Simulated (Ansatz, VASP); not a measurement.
# SiB6 in VASP and in Ansatz

```
Si B
1.0
     4.07218    0.02882   -0.11477
     0.02882    4.27662    0.00281
    -0.11477    0.00281    4.09352
Si B
1 6
Direct
  0.99939 0.00909 0.98474
  0.83122 0.53320 0.51972
  0.25570 0.48993 0.49950
  0.47935 0.76829 0.48193
  0.50240 0.20695 0.52010
  0.46784 0.50494 0.80000
  0.46410 0.48760 0.19401
```

Change from the starting cell: cell x1, atoms moved at random (sigma 0.1 Å) and cell strained at random (1.5 %), then relaxed without symmetry.

Alike in both runs: task relaxation of cell and atoms; functional PBE; k mesh 6 × 6 × 6; occupations gaussian, width 0.2 eV; no spin polarisation.

|  | VASP | Ansatz |
| --- | --- | --- |
| version | VASP 6.6.1 | Ansatz 0.2.0 |
| potentials or method | VASP PAW PBE potentials, release 64 (Si, B), cutoff 600 eV | scalar-relativistic, plane waves, PAW |
| valence electrons in the cell | 22 | 22 |

Ansatz gave:

| Quantity | Value |
| --- | --- |
| gap on the k mesh at the Fermi level, each at its own relaxed structure (eV) | none |
| relaxed volume (Å³/atom) | 10.56 |
| relaxed length of the cell vector where the two differ most in proportion (Å) | 4.199 |

Problem. What did VASP give for the same quantities?

Solution. gap on the k mesh at the Fermi level, each at its own relaxed structure (eV): none; relaxed volume (Å³/atom): 10.56; relaxed length of the cell vector where the two differ most in proportion (Å): 4.201.

A gap of «none» marks a metal or a gap that the smearing closes.
